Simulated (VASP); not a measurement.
Cs, 1 atom in the cell. Symmetry: I4/mmm, No. 139, tetragonal system. Conventional cell: a = 5.209 Å, b = 5.209 Å, c = 8.498 Å, α = 90.00°, β = 90.00°, γ = 90.00°.  This cell differs from its parent crystal: strained.

* Program: VASP 6.6.1
* Task: single point
* Functional: PBE
* Potentials or basis: VASP PAW PBE potentials, release 64 (Cs_sv)
* Cutoff: 520 eV
* k mesh: 12 × 12 × 12
* Occupations: gaussian, width 0.1 eV
* Spin: no spin polarisation
* Dipole correction: no
* Further INCAR settings: ALGO = Normal; EDIFF = 1e-06; NBANDS = 10

Potentials or basis: VASP PAW PBE potentials, release 64 (Cs_sv).

Run with:

```console
$ cat potpaw_PBE.64/Cs_sv/POTCAR > POTCAR
$ mpirun -np 1 vasp_std > vasp.out
```

Hardware: 1 thread of Intel(R) Xeon(R) Platinum 8488C (Sapphire Rapids) (shared host).

**Question.** How long does it take, and how much memory?

**Answer.** Run time: 95 s on 1 thread of Intel(R) Xeon(R) Platinum 8488C (Sapphire Rapids), on a shared host, peak memory 0.36 GiB. Counts: scf iterations 10, k points 163.
